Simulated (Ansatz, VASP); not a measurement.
Pt: VASP beside Ansatz

```
Pt
1.0
    -1.58422    1.60402    1.60402
     1.58422   -1.56442    1.56442
     1.58422    1.56442   -1.56442
Pt
1
Direct
  0.00000 0.00000 0.00000
```

Change from the starting cell: strain +0.0250 x Voigt [0, 0, 0, 1, 0, 0], atoms carried along.

Alike in both runs: task single point; functional r2SCAN; k mesh 22 × 22 × 22; occupations gaussian, width 0.15 eV; no spin polarisation.

|  | VASP | Ansatz |
| --- | --- | --- |
| version | VASP 6.6.1 | Ansatz 0.2.0 |
| potentials or method | VASP PAW PBE potentials, release 64 (Pt), cutoff 520 eV | scalar-relativistic, plane waves, PAW |
| valence electrons in the cell | 10 | 18 |

```csv
,VASP,Ansatz,Ansatz less VASP
gap on the k mesh at the Fermi level (eV),none,none,-
pressure (GPa),-5.8,-6.3,-0.52
"traceless stress, the component that is largest in VASP (GPa)",-3.57,-3.53,+0.041
```

VASP's potentials were made for PBE, not for r2SCAN. A gap of «none» marks a metal or a gap that the smearing closes. The functional is the same, so the differences come from potentials, cutoffs and numerics. VASP's potentials hold 10 valence electrons a cell and Ansatz's 18, so a difference there can come from the potentials and not from the codes.

Neither program's run includes spin-orbit coupling.
